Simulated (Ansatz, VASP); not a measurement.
**Cs3SI in VASP and in Ansatz**

The input INCAR:

```
PREC = Accurate
ENCUT = 520
EDIFF = 1E-6
ISMEAR = 0
SIGMA = 0.1
LREAL = False
LASPH = True
NELM = 60
ALGO = Normal
ISIF = 2
LWAVE = False
LCHARG = False
GGA = PE
NBANDS = 28
```

The input KPOINTS:

```
regular mesh
0
Gamma
  4 4 4
```

POSCAR

```
Cs3SI
1.0
    6.2640379500      0.0000000000      0.0000000000
    0.0000000000      6.2640379500      0.0000000000
    0.0000000000      0.0000000000      6.2640379500
Cs S I
3 1 1
Direct
    0.0000000000      0.5000000000      0.5000000000
    0.5000000000      0.0000000000      0.5000000000
    0.5000000000      0.5000000000      0.0000000000
    0.5000000000      0.5000000000      0.5000000000
    0.0000000000      0.0000000000      0.0000000000
```

Input for Ansatz:

```yaml
crystal:
  lattice:
    - [6.26403795, 0.0, 0.0]
    - [0.0, 6.26403795, 0.0]
    - [0.0, 0.0, 6.26403795]
  atoms:
    - { symbol: Cs, position: [0.0, 0.5, 0.5] }
    - { symbol: Cs, position: [0.5, 0.0, 0.5] }
    - { symbol: Cs, position: [0.5, 0.5, 0.0] }
    - { symbol: S, position: [0.5, 0.5, 0.5] }
    - { symbol: I, position: [0.0, 0.0, 0.0] }
basis:
  ecutwfc: 420
kpoints:
  mp_grid: { grid: [4, 4, 4] }
hamiltonian:
  xc: pbe
scf:
  occupations: { method: gaussian, width: 0.1 }
  lower_state_search: "off"
output:
  forces: true
  stress: true
  eigenvalues: true
```

Alike in both runs: task single point; functional PBE; k mesh 4 × 4 × 4; occupations gaussian, width 0.1 eV; no spin polarisation.

|  | VASP | Ansatz |
| --- | --- | --- |
| version | VASP 6.6.1 | Ansatz 0.2.0 |
| potentials or method | VASP PAW PBE potentials, release 64 (Cs_sv, S, I), cutoff 520 eV | scalar-relativistic, plane waves, PAW |
| valence electrons in the cell | 40 | 50 |

```tsv
	VASP	Ansatz	Ansatz less VASP
gap on the k mesh at the Fermi level (eV)	0.93	0.99	+0.056
least direct gap on the mesh (eV)	0.93	0.99	+0.056
pressure (GPa)	2.9	2.7	-0.11
```

VASP's potentials hold 40 valence electrons a cell and Ansatz's 50, so a difference there can come from the potentials and not from the codes.

Spin-orbit coupling is off throughout.
